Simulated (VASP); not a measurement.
# Bi (C2/m) in VASP: a series of runs, part 2 of 2

VASP 6.6.1. The steps go on from the part before.

## Step 4: Single point, r2SCAN

This run uses another cell than the first one, of 34.71 Å³/atom, 1.041 times its volume.

Contents of POSCAR:

```
Bi
1.0
    3.5117019713     -3.1533241543      0.0000000000
    3.5117019713      3.1533241543      0.0000000000
   -1.2685811704      0.0000000000      3.1341701374
Bi
2
Direct
    0.7530610000      0.7530610000      0.8573820000
    0.2469390000      0.2469390000      0.1426180000
```

Contents of INCAR.step1:

```
SYSTEM = Bi
ALGO = Normal
EDIFF = 1E-4
ENCUT = 520
GGA = PE
ISMEAR = -1
LASPH = .True.
LCHARG = .False.
LREAL = .False.
LWAVE = .True.
NBANDS = 22
NELM = 80
PREC = Accurate
SIGMA = 0.05
```

Contents of INCAR.step2:

```
SYSTEM = Bi
ALGO = Normal
EDIFF = 1E-7
ENCUT = 520
ISIF = 2
ISMEAR = -1
ISTART = 1
LASPH = .True.
LCHARG = .False.
LMIXTAU = .True.
LREAL = .False.
LWAVE = .False.
METAGGA = R2SCAN
NBANDS = 22
NELM = 80
PREC = Accurate
SIGMA = 0.05
```

Contents of KPOINTS:

```
k-points
0
Gamma
  6 6 9
  0 0 0
```

Potentials or basis: VASP PAW PBE potentials, release 64 (Bi_d).

Run with:

```bash
cat potpaw_PBE.64/Bi_d/POTCAR > POTCAR
cp INCAR.step1 INCAR
mpirun -np 1 vasp_std > vasp.out
cp INCAR.step2 INCAR
mpirun -np 1 vasp_std > vasp.out
```

OUTCAR:

```text
SYSTEM = Bi
   EDIFF = 1E-7
   ENCUT = 520
   ISIF = 2
   ISMEAR = -1
   ISTART = 1
   LASPH = .True.
   LREAL = .False.
   METAGGA = R2SCAN
   NELM = 80
   PREC = Accurate

 ion  position               nearest neighbor table
   1  0.753  0.753  0.857-   2 3.23   2 3.30   2 3.30   2 3.47
   2  0.247  0.247  0.143-   1 3.23   1 3.30   1 3.30   1 3.47

  LATTYP: Found a base centered monoclinic cell.
 ALAT       =     7.0234039426
 B/A-ratio  =     0.8979475423
 C/A-ratio  =     0.4814149259
 COS(beta)  =    -0.3751898342

  Lattice vectors:

 A1 = (   3.5117019713,  -3.1533241543,   0.0000000000)
 A2 = (   3.5117019713,   3.1533241543,   0.0000000000)
 A3 = (  -1.2685811704,   0.0000000000,   3.1341701374)

Analysis of symmetry for initial positions (statically):
=====================================================================
 Subroutine PRICEL returns:
 Original cell was already a primitive cell.

 Routine SETGRP: Setting up the symmetry group for a
 base centered monoclinic supercell.

 Subroutine GETGRP returns: Found  4 space group operations
 (whereof  4 operations were pure point group operations)
 out of a pool of  4 trial point group operations.

[... 154 lines left out ...]
  ---------------------------------------------------
  ext. energy  EPLUGINS =         0.00000000
  ---------------------------------------------------
  free energy    TOTEN  =      -116.81481446 eV

  energy without entropy =     -116.80749312  energy(sigma->0) =     -116.81115379

 E-fermi :   6.4419     XC(G=0): -10.3782

 val. band max:        6.4056857416   @ k =   0.3333   0.3333   0.3333
 cond. band min:       6.4732657678   @ k =  -0.1667  -0.3333   0.2222
 fundamental gap:      0.0675800261
 Fermi energy:         6.4418810160

 k-point     1 :       0.0000    0.0000    0.0000
  band No.  band energies     occupation
      1     -17.2036      2.00000
      2     -17.1733      2.00000
      3     -17.1282      2.00000
      4     -17.1014      2.00000
      5     -17.0180      2.00000
      6     -16.9932      2.00000
[... 589 lines left out ...]
     21      16.1544      0.00000
     22      16.2632      0.00000

 [... further k-points ...]
[... 5 lines left out ...]
  --------------------------------------------------------------------------------------
  -------------------------------------------------------------------------------------
  Total       -0.7668237     -1.0310293     -0.5242247      0.0000000      0.0000000     -0.1114363
  in kB      -17.6997565    -23.7981263    -12.1001069      0.0000000      0.0000000     -2.5721624
  external PRESSURE =     -17.8659966 kB  Pullay stress =       0.0000000 kB

 VOLUME and BASIS-vectors are now :
 -----------------------------------------------------------------------------
  energy-cutoff  :      520.00
  volume of cell :       69.41
      direct lattice vectors                 reciprocal lattice vectors
     3.511701971 -3.153324154  0.000000000     0.142381103 -0.158562829  0.057629924
     3.511701971  3.153324154  0.000000000     0.142381103  0.158562829  0.057629924
    -1.268581170  0.000000000  3.134170137     0.000000000  0.000000000  0.319063725

 POSITION                                       TOTAL-FORCE (eV/Angst)
 -----------------------------------------------------------------------------------
      4.20139      0.00000      2.68718         0.142249      0.000000      0.096208
      1.55343      0.00000      0.44699        -0.142249      0.000000     -0.096208
 -----------------------------------------------------------------------------------
    total drift:                               -0.000000      0.000000      0.000000

  FREE ENERGIE OF THE ION-ELECTRON SYSTEM (eV)
  ---------------------------------------------------
  free  energy   TOTEN  =      -116.8148144649 eV

  energy  without entropy=     -116.8074931226  energy(sigma->0) =     -116.81115379
```

OUTCAR.step1:

```text
SYSTEM = Bi
   EDIFF = 1E-4
   ENCUT = 520
   GGA = PE
   ISMEAR = -1
   LASPH = .True.
   LREAL = .False.
[... 822 lines left out ...]
      4.20139      0.00000      2.68718         0.058480      0.000000      0.028647
      1.55343      0.00000      0.44699        -0.058480      0.000000     -0.028647
 -----------------------------------------------------------------------------------
    total drift:                               -0.000000      0.000000      0.000000

  FREE ENERGIE OF THE ION-ELECTRON SYSTEM (eV)
  ---------------------------------------------------
  free  energy   TOTEN  =        -7.6856218227 eV

  energy  without entropy=       -7.6772594777  energy(sigma->0) =       -7.68144065
```

OSZICAR.step1:

```text
N       E                     dE             d eps       ncg     rms          rms(c)
DAV:   1     0.301469576131E+03    0.30147E+03   -0.16295E+04  4274   0.165E+03
DAV:   2     0.174352322771E+02   -0.28403E+03   -0.27704E+03  4322   0.434E+02
DAV:   3    -0.683100120534E+01   -0.24266E+02   -0.23980E+02  5150   0.140E+02
DAV:   4    -0.764971276270E+01   -0.81871E+00   -0.81827E+00  5150   0.282E+01
DAV:   5    -0.768527963237E+01   -0.35567E-01   -0.35566E-01  6158   0.535E+00    0.752E-01
DAV:   6    -0.768388025228E+01    0.13994E-02   -0.19405E-02  5552   0.150E+00    0.459E-01
DAV:   7    -0.768543795059E+01   -0.15577E-02   -0.10446E-02  5294   0.116E+00    0.117E-01
DAV:   8    -0.768561720476E+01   -0.17925E-03   -0.10855E-03  5020   0.396E-01    0.134E-02
DAV:   9    -0.768562182272E+01   -0.46180E-05   -0.25006E-05  2878   0.500E-02
   1 F= -.76856218E+01 E0= -.76814407E+01  d E =-.836235E-02
```

Wall time 3 min (1 thread of Intel Xeon Platinum 8559C (Emerald Rapids), shared host); peak memory 0.26 GiB.

What came out:

```
Free energy            : -116.8148 eV
Pressure               : -1.8 GPa
Largest force          : 0.172 eV/Å
Band gap on the k mesh : zero (band 15 reaches 9.71 eV, above the bottom of band 16 at 4.69 eV)
```

Forces on the atoms (eV/Å):
```
Bi   0.142  0.000  0.096
Bi  -0.142  0.000 -0.096
```

Caveat: the PAW data sets were made with another functional, which shifts forces and pressure a little; spin-orbit coupling is left out, which moves the levels of the heavy elements.

## Step 5: Single point, PBEsol-based screened hybrid

This run uses another cell than the first one, of 32.22 Å³/atom, 0.966 times its volume.

Contents of POSCAR:

```
Bi
1.0
    3.4326807265     -3.0596838927     -0.1216462129
    3.4326807265      3.0596838927     -0.1216462129
   -1.3486036401      0.0000000000      3.1156470163
Bi
2
Direct
    0.7631703186      0.7631703186      0.8858184683
    0.2368296814      0.2368296814      0.1141815317
```

Contents of INCAR.step1:

```
PREC     = Accurate       # precision mode
ENCUT    = 520            # plane-wave cutoff, eV
EDIFF    = 1E-5           # SCF threshold, eV
ISMEAR   = -1             # smearing method
SIGMA    = 0.05           # smearing width, eV
LREAL    = False          # projectors in reciprocal space
LASPH    = True           # aspherical terms in the spheres
NELM     = 100            # most SCF steps
ALGO     = Normal         # electronic algorithm
ISIF     = 2              # what is computed and relaxed
LWAVE    = True           # write WAVECAR
LCHARG   = False          # write CHGCAR
NBANDS   = 22             # bands
GGA      = PE             # functional
```

Contents of INCAR.step2:

```
PREC     = Accurate       # precision mode
ENCUT    = 520            # plane-wave cutoff, eV
EDIFF    = 1E-6           # SCF threshold, eV
ISMEAR   = -1             # smearing method
SIGMA    = 0.05           # smearing width, eV
LREAL    = False          # projectors in reciprocal space
LASPH    = True           # aspherical terms in the spheres
NELM     = 100            # most SCF steps
ALGO     = Normal         # electronic algorithm
ISIF     = 2              # what is computed and relaxed
LWAVE    = False          # write WAVECAR
LCHARG   = False          # write CHGCAR
GGA      = PS             # functional
LHFCALC  = True           # exact exchange
AEXX     = 0.25           # exact-exchange fraction
HFSCREEN = 0.207          # screening, 1/A
PRECFOCK = Normal       
NBANDS   = 22             # bands
ISTART   = 1
```

Contents of KPOINTS:

```
Automatic mesh
0
Gamma
  3 3 5
```

Run with:

```bash
cat potpaw_PBE.64/Bi_d/POTCAR > POTCAR
cp INCAR.step1 INCAR
mpirun -np 1 vasp_std > vasp.out
cp INCAR.step2 INCAR
mpirun -np 1 vasp_std > vasp.out
```

It took 27 min on 1 thread of Intel Xeon Platinum 8488C (Sapphire Rapids), shared host; peak memory 0.3 GiB.

It converged, with:

```
Free energy            : -9.6210 eV
Pressure               : -0.1 GPa
Largest force          : 0.008 eV/Å
Band gap on the k mesh : zero (band 15 reaches 10.23 eV, above the bottom of band 16 at 6.11 eV)
```

Forces in eV/Å, atoms in the order of the input:
```
Bi  -0.007  0.000 -0.003
Bi   0.007  0.000  0.003
```

Levels at points of the mesh, in eV from the Fermi level:
```
           k point  band 13  band 14  band 15  band 16  band 17  band 18
(0.00, 0.00, 0.00)    -3.28    -3.16     3.05     4.32     4.82     4.82
```

Caveat: the k points lie up to 0.48 Å⁻¹ apart; the PAW data sets were made with another functional, which shifts forces and pressure a little; spin-orbit coupling is left out, which moves the levels of the heavy elements.

## Step 6: Summary

```tsv
level	cell	k mesh	grid for exact exchange (PRECFOCK)	share of exact exchange	screening parameter	gap on the mesh (eV)	pressure (GPa)	largest force (eV/Å)
r2SCAN	a = 4.657, b = 4.657, c = 3.336 Å, angles 106.2, 106.2, 83.8°, 2 atoms	6 × 6 × 9	-	-	-	none	0.2	0.12
r2SCAN	a = 4.689, b = 4.689, c = 3.359 Å, angles 106.2, 106.2, 83.8°, 2 atoms	6 × 6 × 9	-	-	-	none	-0.9	0.14
r2SCAN	a = 4.720, b = 4.720, c = 3.381 Å, angles 106.2, 106.2, 83.8°, 2 atoms	6 × 6 × 9	-	-	-	none	-1.8	0.17
PBEsol-based screened hybrid	a = 4.600, b = 4.600, c = 3.395 Å, angles 108.7, 108.7, 83.4°, 2 atoms	3 × 3 × 5	Normal	0.25	0.207 1/Å	none	-0.1	0.01
```

Alike in all rows: task single point; potentials or basis VASP PAW PBE potentials, release 64 (Bi_d); no spin polarisation; cutoff (eV) 520; smearing fermi-dirac 0.05 eV.

Caveats: some runs use coarse meshes; the PAW data sets were made with another functional, which shifts forces and pressure a little; spin-orbit coupling is left out, which moves the levels of the heavy elements.

Total energies depend on the potentials used, so only differences within one code and one set of settings carry meaning.
